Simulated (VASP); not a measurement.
**CdSe3S: single point with PBE**

The system is CdSe3S.

```xyz
5
Lattice="4.2088 0.0000 0.0000 0.0000 4.2088 0.0000 0.0000 0.0000 8.5256" Properties=species:S:1:pos:R:3 pbc="T T T"
Cd    0.0000    0.0000    0.6666
Se    2.1044    2.1044    0.6587
Se    0.0000    2.1044    4.2315
Se    2.1044    0.0000    4.2315
S     2.1044    2.1044    5.2841
```

| Property | Result |
| --- | --- |
| Program | VASP 6.6.1 |
| Task | single point |
| Functional | PBE |
| Potentials or basis | VASP PAW PBE potentials, release 64 (Cd, Se, S) |
| Cutoff | 520 eV |
| k mesh | 4 × 4 × 4 |
| Occupations | gaussian, width 0.1 eV |
| Spin | no spin polarisation |
| Dipole correction | no |
| Further INCAR settings | ALGO = Normal; EDIFF = 1e-07; NBANDS = 26 |

```json
{"Pressure": "0.2 GPa", "Largest force": "0.024 eV/Å", "Band gap on the k mesh": "zero (band 18 reaches 2.15 eV, above the bottom of band 19 at 0.81 eV)"}
```

Forces in eV/Å, atoms in the order of the input:
```
Cd   0.000  0.000  0.002
Se   0.000  0.000 -0.003
Se   0.000  0.000  0.012
Se   0.000  0.000  0.012
S    0.000  0.000 -0.024
```

Stress tensor (GPa, compression positive):
```
0.10 0.00 0.00
0.00 0.10 0.00
0.00 0.00 0.28
```

Levels at points of the mesh, in eV from the Fermi level:
```
           k point  band 16  band 17  band 18  band 19  band 20  band 21
(0.00, 0.00, 0.00)    -1.03    -0.94    -0.68    -0.68    -0.47     2.35
(0.50, 0.00, 0.00)    -1.75    -0.41     0.01     1.81     1.82     2.00
(0.50, 0.50, 0.00)    -0.77    -0.30     0.49     1.92     1.92     1.96
(0.00, 0.00, 0.50)    -1.06    -0.84    -0.65    -0.65    -0.33     2.38
(0.50, 0.00, 0.50)    -1.95    -0.27    -0.01     1.69     1.88     2.03
(0.50, 0.50, 0.50)    -0.81    -0.55     0.49     1.88     1.88     2.31
```

Run time: 30 s on 1 thread of Intel(R) Xeon(R) 6975P-C (Granite Rapids), with other jobs on the host, peak memory 0.27 GiB.

Caveat: the k points lie up to 0.37 Å⁻¹ apart.
